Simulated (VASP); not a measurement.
Write the native input for VASP 6.6.1 that does the following.

```
Task                               : single point
Functional                         : PBE0
Potentials or basis                : VASP PAW PBE potentials, release 64 (Zr_sv)
Cutoff                             : 400 eV
k mesh                             : 2 × 2 × 2
Occupations                        : fermi-dirac, width 0.5 eV
Spin                               : no spin polarisation
Dipole correction                  : no
Grid for exact exchange (PRECFOCK) : Normal
Further INCAR settings             : ALGO = Normal; EDIFF = 1e-06; NBANDS = 12
```

Crystal: Zr.

```
Zr
1.0
     0.00000    2.26000    2.26000
     2.26000    0.00000    2.26000
     2.26000    2.26000    0.00000
Zr
1
Direct
  0.00000 0.00000 0.00000
```

One way to write it, as run:

POSCAR

```
Zr
1.0
    0.0000000000      2.2600000000      2.2600000000
    2.2600000000      0.0000000000      2.2600000000
    2.2600000000      2.2600000000      0.0000000000
Zr
1
Direct
    0.0000000000      0.0000000000      0.0000000000
```

INCAR.step1

```
SYSTEM = Zr
PREC = Accurate
ENCUT = 400
EDIFF = 1E-5
ISMEAR = -1
SIGMA = 0.5
LREAL = .FALSE.
LASPH = .TRUE.
NELM = 120
ALGO = Normal
ISIF = 2
LWAVE = .TRUE.
LCHARG = .FALSE.
GGA = PE
NBANDS = 12
GGA_COMPAT = .FALSE.
```

INCAR.step2

```
SYSTEM = Zr
PREC = Accurate
ENCUT = 400
EDIFF = 1E-6
ISMEAR = -1
SIGMA = 0.5
LREAL = .FALSE.
LASPH = .TRUE.
NELM = 120
ALGO = Normal
ISIF = 2
LWAVE = .FALSE.
LCHARG = .FALSE.
GGA = PE
LHFCALC = .TRUE.
AEXX = 0.25
PRECFOCK = Normal
ISTART = 1
NBANDS = 12
GGA_COMPAT = .FALSE.
```

KPOINTS

```
Automatic mesh
0
G
  2 2 2
  0 0 0
```

Potentials or basis: VASP PAW PBE potentials, release 64 (Zr_sv).

Run with:

```sh
$ cat potpaw_PBE.64/Zr_sv/POTCAR > POTCAR
$ cp INCAR.step1 INCAR
$ mpirun -np 1 vasp_std > vasp.out
$ cp INCAR.step2 INCAR
$ mpirun -np 1 vasp_std > vasp.out
```

Results of the run:

```json
{
  "Pressure": "-15.0 GPa",
  "Band gap on the k mesh": "zero (band 6 reaches 10.74 eV, above the bottom of band 7 at 10.26 eV)"
}
```

Caveat: the k points lie up to 1.20 Å⁻¹ apart; the PAW data sets were made with another functional, which shifts forces and pressure a little.

It took 10 s on 1 thread of AMD EPYC 9R14 (Zen 4), with other jobs on the host, peak memory 0.11 GiB.
